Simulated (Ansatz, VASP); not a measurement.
# Two plane-wave programs on SrVO3

```xyz
5
Lattice="3.8409 0.0000 0.0000 0.0000 3.8409 0.0000 0.0000 0.0000 3.8409" Properties=species:S:1:pos:R:3 pbc="T T T"
Sr    1.9204    1.9204    1.9204
V     0.0000    0.0000    0.0000
O     0.0000    0.0000    1.9204
O     0.0000    1.9204    0.0000
O     1.9204    0.0000    0.0000
```

Alike in both runs: functional PBEsol; k mesh 7 × 7 × 7; occupations fermi-dirac, width 0.05 eV; non-collinear spin, spin-orbit coupling.

|  | VASP | Ansatz |
| --- | --- | --- |
| version | VASP 6.6.1 | Ansatz 0.2.0 |
| potentials or method | VASP PAW PBE potentials, release 64 (Sr_sv, V_sv, O) | Ansatz PAW |
| plane-wave cutoff (eV) | 520 | 420 |
| valence electrons in the cell | 41 | 41 |
| task | single point | band structure |

Ansatz gave:

- pressure (GPa): -4.7
- net moment per atom (μB): 0.00

**Question.** Which values does VASP return?

**Answer.** Pressure (GPa): -3.9; net moment per atom (μB): 0.00.

VASP's potentials were made for PBE, not for PBEsol.
